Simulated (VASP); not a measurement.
# Ge (Cmmm) in VASP: further runs

Runs on Ge. Level: LDA. Tasks: single point.

Program: VASP 6.6.1. These are calculated values, not measurements. Logs are shortened: lines on timing, memory, paths and dates and some standing lists are left out, and cuts for length are marked.

### Step 1. The cell of the first run

Symmetry: Cmmm, No. 65, orthorhombic system. The conventional cell has a = 2.794 Å, b = 5.201 Å, c = 2.698 Å, α = 90.00°, β = 90.00°, γ = 90.00°. Ge (site symmetry mmm) has 8 Ge at 2.70 to 2.95 Å within 3.6 Å.

### Step 2. Single point, LDA

Contents of INCAR:

```
SYSTEM = Ge
ALGO = Normal
EDIFF = 1E-6
ENCUT = 520
GGA = CA
ISIF = 2
ISMEAR = -1
LASPH = .True.
LCHARG = .False.
LREAL = .False.
LWAVE = .False.
NBANDS = 13
NELM = 100
PREC = Accurate
SIGMA = 0.1
```

Contents of KPOINTS:

```
k-points
0
Gamma
  9 9 8
  0 0 0
```

Contents of POSCAR:

```
Ge
1.0
    1.3971490000     -2.6005160000      0.0000000000
    1.3971490000      2.6005160000      0.0000000000
    0.0000000000      0.0000000000      2.6982310000
Ge
1
Direct
    0.5000000000      0.5000000000      0.0000000000
```

Potentials or basis: VASP PAW LDA potentials, release 64 (Ge_d).

Started as:

```console
> cat potpaw_LDA.64/Ge_d/POTCAR > POTCAR
> mpirun -np 1 vasp_std > vasp.out
```

OUTCAR:

```text
SYSTEM = Ge
   EDIFF = 1E-6
   ENCUT = 520
   GGA = CA
   ISIF = 2
   ISMEAR = -1
   LASPH = .True.
   LREAL = .False.
   NELM = 100
   PREC = Accurate

 ion  position               nearest neighbor table
   1  0.500  0.500  0.000-

  LATTYP: Found a base centered orthorhombic cell.
 ALAT       =     2.7942980000
 B/A-ratio  =     1.8613018368
 C/A-ratio  =     0.9656203454

  Lattice vectors:

 A1 = (   1.3971490000,  -2.6005160000,   0.0000000000)
 A2 = (   1.3971490000,   2.6005160000,   0.0000000000)
 A3 = (   0.0000000000,   0.0000000000,   2.6982310000)

Analysis of symmetry for initial positions (statically):
=====================================================================
 Subroutine PRICEL returns:
 Original cell was already a primitive cell.

 Routine SETGRP: Setting up the symmetry group for a
 base centered orthorhombic supercell.

 Subroutine GETGRP returns: Found  8 space group operations
 (whereof  8 operations were pure point group operations)
 out of a pool of  8 trial point group operations.

The static configuration has the point symmetry D_2h.

Analysis of symmetry for dynamics (positions and initial velocities):
=====================================================================
 Subroutine PRICEL returns:
 Original cell was already a primitive cell.

 Routine SETGRP: Setting up the symmetry group for a
 base centered orthorhombic supercell.

 Subroutine GETGRP returns: Found  8 space group operations
 (whereof  8 operations were pure point group operations)
 out of a pool of  8 trial point group operations.

The dynamic configuration has the point symmetry D_2h.

 Subroutine INISYM returns: Found  8 space group operations
 (whereof  8 operations are pure point group operations),
 and found     1 'primitive' translations

----------------------------------------------------------------------------------------

                                     Primitive cell

  volume of cell :      19.6070

  direct lattice vectors                    reciprocal lattice vectors
     1.397149000 -2.600516000  0.000000000     0.357871637 -0.192269534  0.000000000
     1.397149000  2.600516000  0.000000000     0.357871637  0.192269534  0.000000000
     0.000000000  0.000000000  2.698231000     0.000000000  0.000000000  0.370613191

  length of vectors
     2.952068562  2.952068562  2.698231000     0.406250763  0.406250763  0.370613191

[... 78 lines left out ...]
   EDIFF  = 0.1E-05   stopping-criterion for ELM
   LREAL  =      F    real-space projection
   EDIFFG = 0.1E-04   stopping-criterion for IOM
   NSW    =      0    number of steps for IOM
   IBRION =     -1    ionic relax: 0-MD 1-quasi-New 2-CG
   NFREE  =      0    steps in history (QN), initial steepest desc. (CG)
   ISIF   =      2    stress and relaxation
   ISYM   =      2    0-nonsym 1-usesym 2-fastsym
   POTIM  = 0.5000    time-step for ionic-motion
   TEBEG  =    0.0;   TEEND  =   0.0 temperature during run
   PSTRESS=    0.0 pullay stress
   NELECT =      14.0000    total number of electrons
   NUPDOWN=      -1.0000    fix difference up-down
   EMIN   =  10.00;   EMAX   =-10.00  energy-range for DOS
   EFERMI =   0.00;   METHOD = LEGACY
   ISMEAR =    -1;   SIGMA  =   0.10  broadening in eV -4-tet -1-fermi 0-gaus
   EFERMI_NEDOS =   21; number of points for ismear=-14 and -15
   IALGO  =     38    algorithm
   IMIX   =      4    mixing-type and parameters
     AMIX     =   0.40;   BMIX     =  1.00
     AMIX_MAG =   1.60;   BMIX_MAG =  1.00
  volume/ion in A,a.u.               =      19.61       132.31
  Fermi-wavevector in a.u.,A,eV,Ry     =   1.463234  2.765111 29.130796  2.141053
  Thomas-Fermi vector in A             =   2.579353
   LORBIT       =      0    0 simple, 1 ext, 2 COOP (PROOUT), +10 PAW based schemes
   GGA     = CA    functional components
   LHFCALC =     F    Hartree Fock is set to
   AEXX    =    0.0000 exact exchange contribution
   IVDW    =     0    specifies the selected vdW correction
   LEPSILON=     F    determine dielectric tensor
   LRPA    =     F    only Hartree local field effects (RPA)
 non-spin polarized calculation
  energy-cutoff  :      520.00
  volume of cell :       19.61
 maximum number of plane-waves:       540
 NGX is ok and might be reduce to    24
   NGX = 11   NGY = 11   NGZ = 11

 number of electron      14.0000003 magnetization

 Free energy of the ion-electron system (eV)
  ---------------------------------------------------
  ext. energy  EPLUGINS =         0.00000000
  ---------------------------------------------------
  free energy    TOTEN  =        -4.94065254 eV

  energy without entropy =       -4.92131918  energy(sigma->0) =       -4.93098586

 E-fermi :   5.9982     XC(G=0): -11.3226

 val. band max:        5.9738640513   @ k =   0.3333   0.1111   0.3750
 cond. band min:       6.0161797686   @ k =   0.3333   0.1111   0.5000
 fundamental gap:      0.0423157173
 Fermi energy:         5.9981513347

 k-point     1 :       0.0000    0.0000    0.0000
  band No.  band energies     occupation
      1     -18.8979      2.00000
      2     -18.8206      2.00000
      3     -18.7700      2.00000
      4     -18.6785      2.00000
      5     -18.6629      2.00000
      6      -6.9279      2.00000
      7      12.5259      0.00000
      8      12.9745      0.00000
      9      14.4601      0.00000
     10      16.1911      0.00000
     11      18.4832      0.00000
     12      20.8083      0.00000
     13      21.0115      0.00000
[... 354 lines left out ...]
  band No.  band energies     occupation
      1     -18.8716      2.00000
      2     -18.7876      2.00000
      3     -18.7165      2.00000
      4     -18.6947      2.00000
      5     -18.6758      2.00000
      6      -2.5716      2.00000
      7       0.7296      2.00000
      8       8.6867      0.00000
      9      15.8430      0.00000
     10      17.9433      0.00000
     11      21.9189      0.00000
     12      22.3805      0.00000
     13      22.7335      0.00000

 [... further k-points ...]
[... 5 lines left out ...]
  --------------------------------------------------------------------------------------
  -------------------------------------------------------------------------------------
  Total       -0.7985065     -0.6186190     -0.6472097     -0.0000000      0.0000000      0.0000000
  in kB      -65.2495715    -50.5501498    -52.8864232     -0.0000000      0.0000000      0.0000000
  external PRESSURE =     -56.2287148 kB  Pullay stress =       0.0000000 kB

 VOLUME and BASIS-vectors are now :
 -----------------------------------------------------------------------------
  energy-cutoff  :      520.00
  volume of cell :       19.61
      direct lattice vectors                 reciprocal lattice vectors
     1.397149000 -2.600516000  0.000000000     0.357871637 -0.192269534  0.000000000
     1.397149000  2.600516000  0.000000000     0.357871637  0.192269534  0.000000000
     0.000000000  0.000000000  2.698231000     0.000000000  0.000000000  0.370613191

 POSITION                                       TOTAL-FORCE (eV/Angst)
 -----------------------------------------------------------------------------------
      1.39715      0.00000      0.00000         0.000000      0.000000      0.000000
 -----------------------------------------------------------------------------------
    total drift:                               -0.000000     -0.000000     -0.000000

  FREE ENERGIE OF THE ION-ELECTRON SYSTEM (eV)
  ---------------------------------------------------
  free  energy   TOTEN  =        -4.9406525395 eV

  energy  without entropy=       -4.9213191845  energy(sigma->0) =       -4.93098586
```

OSZICAR:

```text
N       E                     dE             d eps       ncg     rms          rms(c)
DAV:   1     0.653127992891E+02    0.65313E+02   -0.72267E+03  3473   0.291E+03
DAV:   2     0.921190015426E+00   -0.64392E+02   -0.61439E+02  3475   0.422E+02
DAV:   3    -0.487286360099E+01   -0.57941E+01   -0.57716E+01  3688   0.733E+01
DAV:   4    -0.495654182189E+01   -0.83678E-01   -0.83666E-01  3725   0.960E+00
DAV:   5    -0.495742001172E+01   -0.87819E-03   -0.87819E-03  3775   0.110E+00    0.134E+00
DAV:   6    -0.494557232257E+01    0.11848E-01   -0.83524E-03  4020   0.191E+00    0.737E-01
DAV:   7    -0.494083632307E+01    0.47360E-02   -0.52122E-03  4029   0.122E+00    0.747E-02
DAV:   8    -0.494065433183E+01    0.18199E-03   -0.57087E-04  3955   0.546E-01    0.281E-02
DAV:   9    -0.494065263414E+01    0.16977E-05   -0.10098E-05  4118   0.503E-02    0.541E-03
DAV:  10    -0.494065253950E+01    0.94648E-07   -0.31412E-07  2595   0.752E-03
   1 F= -.49406525E+01 E0= -.49309859E+01  d E =-.193334E-01
```

It took 11 s on 1 thread of Intel Xeon Platinum 8488C (Sapphire Rapids), shared host; peak memory 0.14 GiB.

Results:

| Item | Value |
| --- | --- |
| Free energy | -4.9407 eV |
| Pressure | -5.6 GPa |
| Band gap on the k mesh | zero (band 7 reaches 12.53 eV, above the bottom of band 8 at 2.78 eV) |

### Step 3. Single point, LDA

Contents of INCAR:

```
ALGO = Normal ; EDIFF = 1E-7
ENCUT = 520 ; GGA = CA
ISIF = 2 ; ISMEAR = -1
LASPH = True ; LCHARG = False
LREAL = False ; LWAVE = False
NBANDS = 13 ; NELM = 80
PREC = Accurate ; SIGMA = 0.1
```

Contents of KPOINTS:

```
k-points
0
Gamma
  9 9 8
```

POSCAR is that of step 2.

Potentials or basis: VASP PAW LDA potentials, release 64 (Ge_d).

Started as:

```console
> cat potpaw_LDA.64/Ge_d/POTCAR > POTCAR
> mpirun -np 1 vasp_std > vasp.out
```

Wall time 12 s (1 thread of Intel Xeon Platinum 8488C (Sapphire Rapids), shared host); peak memory 0.14 GiB.

Results (log left out):

| Quantity | Value |
| --- | --- |
| Free energy | -4.9407 eV |
| Pressure | -5.6 GPa |
| Band gap on the k mesh | zero (band 7 reaches 12.53 eV, above the bottom of band 8 at 2.78 eV) |

Stress tensor (GPa, compression positive):
```
-6.54  0.00  0.00
 0.00 -5.07  0.00
 0.00  0.00 -5.30
```

Levels at points of the mesh, in eV from the Fermi level:
```tsv
k point	band 3	band 4	band 5	band 6	band 7	band 8	band 9	band 10	band 11	band 12
(0.00, 0.00, 0.00)	-24.77	-24.68	-24.66	-12.93	6.53	6.98	8.46	10.19	12.49	14.81
(0.00, 0.00, 0.50)	-24.74	-24.73	-24.70	-9.18	-5.72	9.75	11.23	16.04	16.05	17.24
```
